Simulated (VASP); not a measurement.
**Ge: single point with PBE**

Crystal: Ge.

```
Ge
1.0
     3.96288    0.00000    0.00000
    -1.98144    3.43196    0.00000
     0.00000    0.00000   14.03852
Ge
8
Direct
  0.00000 0.00000 0.41240
  0.00000 0.00000 0.58760
  0.00000 0.00000 0.91240
  0.00000 0.00000 0.08760
  0.33333 0.66667 0.34420
  0.66667 0.33333 0.65580
  0.66667 0.33333 0.84420
  0.33333 0.66667 0.15580
```

This isn't the form of Ge at room conditions, which is diamond.

This cell differs from its parent crystal: atoms shifted along a free coordinate, c/a of the conventional cell at fixed volume 3.5425.

```yaml
Program: VASP 6.6.1
Task: single point
Functional: PBE
Potentials_or_basis: VASP PAW PBE potentials, release 64 (Ge_d)
Cutoff: 520 eV
k_mesh: 15 × 15 × 4
Occupations: gaussian, width 0.15 eV
Spin: no spin polarisation
```

* Pressure: 0.3 GPa
* Largest force: 0.630 eV/Å
* Band gap on the k mesh: zero (bands 56 and 57 overlap by 0.57 eV)

Forces in eV/Å, atoms in the order of the input:
```
Ge   0.000  0.000 -0.630
Ge   0.000  0.000  0.630
Ge   0.000  0.000 -0.630
Ge   0.000  0.000  0.630
Ge   0.000  0.000 -0.154
Ge   0.000  0.000  0.154
Ge   0.000  0.000 -0.154
Ge   0.000  0.000  0.154
```

Stress tensor (GPa, compression positive):
```
 2.82  0.00  0.00
 0.00  2.82  0.00
 0.00  0.00 -4.81
```

Levels at points of the mesh, in eV from the Fermi level:
```tsv
k point	band 54	band 55	band 56	band 57	band 58	band 59
(0.00, 0.00, 0.00)	-0.42	-0.42	0.26	0.26	0.74	1.10
(0.00, 0.00, 0.50)	-0.01	-0.01	-0.01	0.84	0.84	1.22
```

Wall time 24 min on 1 thread of Oxide Virtual Turin-like Processor (shared host), peak memory 0.71 GiB.

Caveat: the stress differs along the axes, from -5 to 3 GPa; semilocal functionals underestimate gaps, and a narrow one can read as zero.
